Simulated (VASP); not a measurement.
A run of VASP 6.6.1:

File INCAR:

```
SYSTEM = W3C
PREC = Accurate ; ENCUT = 520
EDIFF = 1E-6 ; ISMEAR = 0
SIGMA = 0.1 ; LREAL = .False.
LASPH = .True. ; NELM = 60
ALGO = Normal ; ISIF = 2
LWAVE = .False. ; LCHARG = .True.
LDIPOL = .True. ; IDIPOL = 3
DIPOL = 0.5 0.5 0.339 ; GGA = PE
LELF = .True. ; LVHAR = .True.
LVACPOTAV = .True. ; NBANDS = 31
```

KPOINTS

```
Automatic mesh
0
Gamma
  9 9 1
  0 0 0
```

POSCAR

```
W3C
1.0
    2.8545944806      0.0000000000      0.0000000000
   -1.4272972403      2.4721513377      0.0000000000
    0.0000000000      0.0000000000     21.6971108210
W C
3 1
Direct
    0.6666666667      0.3333333333      0.1843563428
    0.3333333333      0.6666666667      0.2926027619
    0.0000000000      0.0000000000      0.4008418859
    0.6666666667     -0.6666666667      0.4787324408
```

Potentials or basis: VASP PAW PBE potentials, release 64 (W_sv, C).

Run with:

```sh
$ cat potpaw_PBE.64/W_sv/POTCAR potpaw_PBE.64/C/POTCAR > POTCAR
$ mpirun -np 1 vasp_std > vasp.out
```

Hardware: 1 thread of Intel(R) Xeon(R) 6975P-C (Granite Rapids), with other jobs on the host.

**Question.** Estimate the wall time of this run.

**Answer.** Wall time 89 s on 1 thread of Intel(R) Xeon(R) 6975P-C (Granite Rapids), with other jobs on the host, peak memory 0.31 GiB. Counts: scf iterations 32, k points 12.
